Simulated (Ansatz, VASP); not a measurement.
One calculation of IClF, two programs

```
CELL_PARAMETERS angstrom
4.40132 0.00000 0.00000
0.00000 4.40132 0.00000
0.00000 0.00000 7.75000
ATOMIC_POSITIONS crystal
I 0.00000 0.50000 0.18685
I 0.50000 0.00000 0.81315
F 0.00000 0.00000 0.00000
F 0.50000 0.50000 0.00000
Cl 0.00000 0.50000 0.71632
Cl 0.50000 0.00000 0.28368
```

Alike in both runs: functional PBEsol; k mesh 8 × 8 × 5; occupations fermi-dirac, width 0.0237 eV; no spin polarisation.

Ansatz relaxed the structure, and its values are those at the end. VASP's run is a single point on that final structure, the one shown.

|  | VASP | Ansatz |
| --- | --- | --- |
| version | VASP 6.6.1 | Ansatz 0.2.0 |
| potentials or method | VASP PAW PBE potentials, release 64 (I, F, Cl), cutoff 520 eV | PAW plane waves |
| valence electrons in the cell | 42 | 62 |

|  | VASP | Ansatz | Ansatz less VASP |
| --- | --- | --- | --- |
| pressure (GPa) | -5.3 | -5.2 | +0.13 |

VASP's potentials were made for PBE, not for PBEsol. The functional is the same, so the differences come from potentials, cutoffs and numerics. VASP's potentials hold 42 valence electrons a cell and Ansatz's 62, so a difference there can come from the potentials and not from the codes. Ansatz's warnings: stress scf threshold loose.

Neither program's run includes spin-orbit coupling.
